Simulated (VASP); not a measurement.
# Sr11O12 (a cell with a defect) in VASP: single point with PBE

Aim: the single point of Sr11O12 (a cell with a defect) with PBE.

Everything below comes from runs of VASP 6.6.1. Logs are shortened: lines on timing, memory, paths and dates and some standing lists are left out, and cuts for length are marked.

### 1 The cell of the first run

The cell holds a defect, 23 atoms: a = 7.431 Å, b = 7.431 Å, c = 10.368 Å, α = 90.00°, β = 90.00°, γ = 120.00°.

### 2 Single point, PBE

File INCAR:

```
  PREC = Accurate
  ENCUT = 520
  EDIFF = 1E-6
  ISMEAR = 0
  SIGMA = 0.05
  LREAL = False
  LASPH = True
  NELM = 120
  ALGO = Normal
  ISIF = 2
  LWAVE = False
  LCHARG = True
  GGA = PE
  LELF = True
  LVHAR = True
  NELECT = 184.0
  NBANDS = 108
  GGA_COMPAT = False
```

File KPOINTS:

```
Automatic mesh
0
Gamma
  3 3 2
```

File POSCAR:

```
Sr11O12
1.0
    0.0000000000     -7.4310438777      0.0000000000
    6.4354727748      3.7155219389      0.0000000000
    0.0000000000      0.0000000000     10.3683011420
Sr O
11 12
Direct
    0.3333682984      0.3333683593      0.9687373913
    0.6825924619      0.0190534564      0.4669588521
    0.6627359396     -0.0114299295      0.9657211787
    0.0190534670      0.6825924301      0.4669588521
   -0.0114299059      0.6627359247      0.9657211787
    0.6626578367      0.6626577641      0.2249386826
    0.5873305520      0.5873304312      0.6537935104
    0.0181314138      0.3412148690      0.2289186982
   -0.0140510481      0.3159001788      0.7132412435
    0.3412148615      1.0181314146      0.2289186982
    0.3159001120      0.9859488529      0.7132412435
    0.3369216711      0.3369216336      0.2013821716
    0.2953302637      0.2953302836      0.7371331036
    0.6735159500      0.0112760946      0.2169679458
    0.6474054437     -0.0177993139      0.7159830621
    0.0112761469      0.6735160184      0.2169679458
   -0.0177992399      0.6474054270      0.7159830621
    0.7158566396      0.7158566528      0.4528574099
    0.6635839526      0.6635838810      0.9816506929
   -0.0127880094      0.3502336314      0.4719170415
   -0.0086651481      0.3309585907      0.9694199524
    0.3502336841      0.9872120079      0.4719170415
    0.3309584995      0.9913347820      0.9694199524
```

Potentials or basis: VASP PAW PBE potentials, release 64 (Sr_sv, O).

On the command line:

```console
$ cat potpaw_PBE.64/Sr_sv/POTCAR potpaw_PBE.64/O/POTCAR > POTCAR
$ mpirun -np 1 vasp_std > vasp.out
```

OUTCAR:

```text
PREC = Accurate
   ENCUT = 520
   EDIFF = 1E-6
   ISMEAR = 0
   LREAL = False
   LASPH = True
   NELM = 120
   ISIF = 2
   GGA = PE
   NELECT = 184.0

 ion  position               nearest neighbor table
   1  0.333  0.333  0.969-  12 2.41  13 2.42  19 2.46  21 2.53  23 2.53   8 3.59  10 3.59   6 3.61
                             9 3.66  11 3.66   7 3.77   3 4.22   5 4.22   3 4.32   5 4.32   5 4.34
   2  0.683  0.019  0.467-  22 2.36  20 2.37  18 2.39  14 2.59  15 2.60   9 3.39   8 3.47   7 3.50
                            10 3.54   6 3.60  11 3.65   4 4.27   4 4.27   4 4.33   7 5.01
   3  0.663  0.989  0.966-  19 2.42  23 2.48  21 2.49  15 2.59  14 2.61   9 3.56   6 3.62  11 3.67
                            10 3.71   8 3.79   5 4.19   1 4.22   7 4.24   1 4.32   1 4.34   5 4.34
   4  0.019  0.683  0.467-  20 2.36  22 2.37  18 2.39  16 2.59  17 2.60  11 3.39  10 3.47   7 3.50
                             8 3.54   6 3.60   9 3.65   2 4.27   2 4.27   2 4.33   7 5.01
   5  0.989  0.663  0.966-  19 2.42  21 2.48  23 2.49  17 2.59  16 2.61  11 3.56   6 3.62   9 3.67
                             8 3.71  10 3.79   3 4.19   1 4.22   7 4.24   1 4.32   1 4.34   3 4.34
   6  0.663  0.663  0.225-  18 2.40  12 2.43  19 2.52  16 2.55  14 2.55   4 3.60   2 3.60   1 3.61
                             5 3.62   3 3.62  10 4.15   8 4.15   8 4.36  10 4.36  10 4.37   8 4.37
   7  0.587  0.587  0.654-  18 2.29  13 2.34  17 2.81  15 2.81  19 3.45   4 3.50   2 3.50   1 3.77
                            11 3.92   9 3.92   5 4.24   3 4.24   9 4.38  11 4.38   6 4.48  11 4.74
   8  0.018  0.341  0.229-  12 2.40  16 2.50  14 2.51  20 2.53  21 2.70   2 3.47   4 3.54   1 3.59
                             5 3.71   3 3.79   6 4.15  10 4.16  10 4.36  10 4.36   6 4.36   6 4.37
   9  0.986  0.316  0.713-  13 2.39  17 2.48  15 2.50  20 2.51  21 2.66   2 3.39   3 3.56   4 3.65
                             1 3.66   5 3.67   7 3.92  11 4.25  11 4.31  11 4.31   7 4.38   7 4.74
  10  0.341  0.018  0.229-  12 2.40  14 2.50  16 2.51  22 2.53  23 2.70   4 3.47   2 3.54   1 3.59
                             3 3.71   5 3.79   6 4.15   8 4.16   8 4.36   8 4.36   6 4.36   6 4.37
  11  0.316  0.986  0.713-  13 2.39  15 2.48  17 2.50  22 2.51  23 2.66   4 3.39   5 3.56   2 3.65
                             1 3.66   3 3.67   7 3.92   9 4.25   9 4.31   9 4.31   7 4.38   7 4.74
  12  0.337  0.337  0.201-  10 2.40   8 2.40   1 2.41   6 2.43
  13  0.295  0.295  0.737-   7 2.34   9 2.39  11 2.39   1 2.42
  14  0.674  0.011  0.217-  10 2.50   8 2.51   6 2.55   2 2.59   3 2.61
  15  0.647  0.982  0.716-  11 2.48   9 2.50   3 2.59   2 2.60   7 2.81
  16  0.011  0.674  0.217-   8 2.50  10 2.51   6 2.55   4 2.59   5 2.61
  17  0.982  0.647  0.716-   9 2.48  11 2.50   5 2.59   4 2.60   7 2.81
  18  0.716  0.716  0.453-   7 2.29   2 2.39   4 2.39   6 2.40
  19  0.664  0.664  0.982-   5 2.42   3 2.42   1 2.46   6 2.52   7 3.45
  20  0.987  0.350  0.472-   4 2.36   2 2.37   9 2.51   8 2.53
  21  0.991  0.331  0.969-   5 2.48   3 2.49   1 2.53   9 2.66   8 2.70
  22  0.350  0.987  0.472-   2 2.36   4 2.37  11 2.51  10 2.53
  23  0.331  0.991  0.969-   3 2.48   5 2.49   1 2.53  11 2.66  10 2.70

  LATTYP: Found a hexagonal cell.
 ALAT       =     7.4310438777
 C/A-ratio  =     1.3952684593

  Lattice vectors:

 A1 = (   0.0000000000,  -7.4310438777,   0.0000000000)
 A2 = (   6.4354727748,   3.7155219389,   0.0000000000)
 A3 = (   0.0000000000,   0.0000000000,  10.3683011420)

Analysis of symmetry for initial positions (statically):
=====================================================================
 Subroutine PRICEL returns:
 Original cell was already a primitive cell.

 Routine SETGRP: Setting up the symmetry group for a
 hexagonal supercell.

 Subroutine GETGRP returns: Found  2 space group operations
 (whereof  2 operations were pure point group operations)
 out of a pool of 24 trial point group operations.

The static configuration has the point symmetry C_1h.

Analysis of symmetry for dynamics (positions and initial velocities):
=====================================================================
 Subroutine PRICEL returns:
 Original cell was already a primitive cell.

 Routine SETGRP: Setting up the symmetry group for a
 hexagonal supercell.

 Subroutine GETGRP returns: Found  2 space group operations
 (whereof  2 operations were pure point group operations)
 out of a pool of 24 trial point group operations.

The dynamic configuration has the point symmetry C_1h.

 Subroutine INISYM returns: Found  2 space group operations
 (whereof  2 operations are pure point group operations),
 and found     1 'primitive' translations

[... 71 lines left out ...]
 generate k-points for:    3    3    2

 Generating k-lattice:

  Cartesian coordinates                     Fractional coordinates (reciprocal lattice)
     0.025898123 -0.044856865  0.000000000     0.333333333  0.000000000  0.000000000
     0.051796246  0.000000000  0.000000000     0.000000000  0.333333333  0.000000000
     0.000000000  0.000000000  0.048223908     0.000000000  0.000000000  0.500000000

  Length of vectors
     0.051796246  0.051796246  0.048223908

  Shift w.r.t. Gamma in fractional coordinates (k-lattice)
     0.000000000  0.000000000  0.000000000

 Subroutine IBZKPT returns following result:
 ===========================================

 Found      8 irreducible k-points:

 Following reciprocal coordinates:
            Coordinates               Weight
  0.000000  0.000000  0.000000      1.000000
  0.333333  0.000000  0.000000      4.000000
 -0.333333  0.333333  0.000000      2.000000
  0.333333  0.333333  0.000000      2.000000
  0.000000  0.000000  0.500000      1.000000
  0.333333  0.000000  0.500000      4.000000
 -0.333333  0.333333  0.500000      2.000000
  0.333333  0.333333  0.500000      2.000000
   k-points           NKPTS =      8   k-points in BZ     NKDIM =      8   number of bands    NBANDS=    108
   number of dos      NEDOS =    301   number of ions     NIONS =     23
   total plane-waves  NPLWV = 250880
   dimension x,y,z NGX =    56 NGY =   56 NGZ =   80
   dimension x,y,z NGXF=   112 NGYF=  112 NGZF=  160
   ions per type =              11  12
   NGX,Y,Z   is equivalent  to a cutoff of  12.53, 12.53, 12.83 a.u.
   NGXF,Y,Z  is equivalent  to a cutoff of  25.06, 25.06, 25.65 a.u.
 SYSTEM =  unknown system
   PREC   = accura    normal or accurate (medium, high low for compatibility)
   ISTART =      0    job   : 0-new  1-cont  2-samecut
   ICHARG =      2    charge: 1-file 2-atom 10-const
   ISPIN  =      1    spin polarized calculation?
   LNONCOLLINEAR =      F non collinear calculations
   LSORBIT =      F    spin-orbit coupling
   LASPH  =      T    aspherical Exc in radial PAW
   ENCUT  =  520.0 eV  38.22 Ry    6.18 a.u.  13.82 13.82 19.28*2*pi/ulx,y,z
   NELM   =    120;   NELMIN=  2; NELMDL= -5     # of ELM steps
   EDIFF  = 0.1E-05   stopping-criterion for ELM
   LREAL  =      F    real-space projection
   EDIFFG = 0.1E-04   stopping-criterion for IOM
   NSW    =      0    number of steps for IOM
   IBRION =     -1    ionic relax: 0-MD 1-quasi-New 2-CG
   NFREE  =      0    steps in history (QN), initial steepest desc. (CG)
   ISIF   =      2    stress and relaxation
   ISYM   =      2    0-nonsym 1-usesym 2-fastsym
   POTIM  = 0.5000    time-step for ionic-motion
   TEBEG  =    0.0;   TEEND  =   0.0 temperature during run
   PSTRESS=    0.0 pullay stress
   NELECT =     184.0000    total number of electrons
   NUPDOWN=      -1.0000    fix difference up-down
   EMIN   =  10.00;   EMAX   =-10.00  energy-range for DOS
   EFERMI =   0.00;   METHOD = LEGACY
   ISMEAR =     0;   SIGMA  =   0.05  broadening in eV -4-tet -1-fermi 0-gaus
   EFERMI_NEDOS =   21; number of points for ismear=-14 and -15
   IALGO  =     38    algorithm
   IMIX   =      4    mixing-type and parameters
     AMIX     =   0.40;   BMIX     =  1.00
     AMIX_MAG =   1.60;   BMIX_MAG =  1.00
  volume/ion in A,a.u.               =      21.56       145.48
  Fermi-wavevector in a.u.,A,eV,Ry     =   1.176436  2.223141 18.830472  1.384001
  Thomas-Fermi vector in A             =   2.312799
   LORBIT       =      0    0 simple, 1 ext, 2 COOP (PROOUT), +10 PAW based schemes
   GGA     = PE    functional components
   LHFCALC =     F    Hartree Fock is set to
   AEXX    =    0.0000 exact exchange contribution
   IVDW    =     0    specifies the selected vdW correction
   LEPSILON=     F    determine dielectric tensor
   LRPA    =     F    only Hartree local field effects (RPA)
 non-spin polarized calculation
 Gauss-broadening in eV      SIGMA  =   0.05
  energy-cutoff  :      520.00
  volume of cell :      495.84
 maximum number of plane-waves:     13392
   NGX = 27   NGY = 27   NGZ = 39

 number of electron     183.9999986 magnetization

 Free energy of the ion-electron system (eV)
  ---------------------------------------------------
  ext. energy  EPLUGINS =         0.00000000
  ---------------------------------------------------
  free energy    TOTEN  =      -133.09778968 eV

  energy without entropy =     -133.09778968  energy(sigma->0) =     -133.09778968

 E-fermi :   0.7901     XC(G=0):  -8.6701

 val. band max:        0.4699049074   @ k =  -0.3333   0.3333   0.5000
 cond. band min:       2.7588887764   @ k =   0.0000   0.0000   0.0000
 fundamental gap:      2.2889838690
 Fermi energy:         0.7900963514

 k-point     1 :       0.0000    0.0000    0.0000
  band No.  band energies     occupation
      1     -32.9590      2.00000
      2     -32.2155      2.00000
      3     -32.1777      2.00000
      4     -32.1734      2.00000
      5     -32.1654      2.00000
      6     -32.1606      2.00000
[... 845 lines left out ...]
    103       5.8722      0.00000
    104       5.9149      0.00000
 [bands above 104 left out]

------------------------ aborting loop because EDIFF is reached ----------------------------------------

  FORCE on cell =-STRESS in cart. coord.  units (eV):
  Direction    XX          YY          ZZ          XY          YZ          ZX
  --------------------------------------------------------------------------------------
  -------------------------------------------------------------------------------------
  Total       10.3089563     10.0075627     11.4834381     -0.2610146      1.6688095     -2.8904630
  in kB       33.3109789     32.3370959     37.1060420     -0.8434074      5.3923674     -9.3398546
  external PRESSURE =      34.2513723 kB  Pullay stress =       0.0000000 kB

 VOLUME and BASIS-vectors are now :
 -----------------------------------------------------------------------------
  energy-cutoff  :      520.00
  volume of cell :      495.84
      direct lattice vectors                 reciprocal lattice vectors
     0.000000000 -7.431043878  0.000000000     0.077694370 -0.134570596  0.000000000
     6.435472775  3.715521939  0.000000000     0.155388739  0.000000000  0.000000000
     0.000000000  0.000000000 10.368301142     0.000000000  0.000000000  0.096447816

 POSITION                                       TOTAL-FORCE (eV/Angst)
 -----------------------------------------------------------------------------------
      2.14538     -1.23864     10.04416        -0.049586      0.028628     -0.031083
      0.12262     -5.00158      4.84157        -0.091418      0.057220     -0.082853
      6.36192     -1.25177     10.01289         0.014194      0.024924      0.001705
      4.39281      2.39460      4.84157        -0.095263      0.050560     -0.082853
      4.26502     -4.88370     10.01289        -0.014488     -0.024754      0.001705
      4.26452     -2.46212      2.33223        -0.063117      0.036441      0.004375
[... 15 lines left out ...]
      6.35318      1.06541      4.89298        -0.161505      0.008152     -0.055214
      6.37971      1.22396     10.05124        -0.002159      0.019415     -0.056882
 -----------------------------------------------------------------------------------
    total drift:                                0.001318      0.002051      0.000630

  FREE ENERGIE OF THE ION-ELECTRON SYSTEM (eV)
  ---------------------------------------------------
  free  energy   TOTEN  =      -133.0977896821 eV

  energy  without entropy=     -133.0977896821  energy(sigma->0) =     -133.09778968
```

Wall time 24 min (1 thread of Oxide Virtual Turin-like, shared host); peak memory 0.68 GiB.

Results:

* Free energy: -133.0978 eV
* Largest force: 1.438 eV/Å

Forces in eV/Å, atoms in the order of the input:
```
Sr  -0.050  0.029 -0.031
Sr  -0.091  0.057 -0.083
Sr   0.014  0.025  0.002
Sr  -0.095  0.051 -0.083
Sr  -0.014 -0.025  0.002
Sr  -0.063  0.036  0.004
Sr   0.888 -0.513  1.009
Sr  -0.020  0.013  0.015
Sr   0.002 -0.059 -0.123
Sr  -0.021  0.010  0.015
Sr   0.052  0.028 -0.123
O   -0.025  0.014 -0.022
O    0.127 -0.074 -0.134
O   -0.044 -0.009 -0.050
O   -0.209 -0.112 -0.030
O   -0.014  0.043 -0.050
O   -0.007  0.237 -0.030
O   -0.120  0.069  0.045
O   -0.041  0.024 -0.109
O   -0.088  0.136 -0.055
O   -0.018 -0.008 -0.057
O   -0.162  0.008 -0.055
O   -0.002  0.019 -0.057
```

Levels at points of the mesh, in eV from the Fermi level:
```tsv
k point	band 90	band 91	band 92	band 93	band 94	band 95
(0.00, 0.00, 0.00)	-0.50	-0.39	-0.37	1.97	3.22	3.29
(0.00, 0.00, 0.50)	-0.56	-0.54	-0.34	2.38	2.68	3.35
```

Caveat: the cell carries a net charge on a neutralising background, which shifts energy and pressure; the cell is charged against a uniform background, so pressure and absolute levels hang on convention.
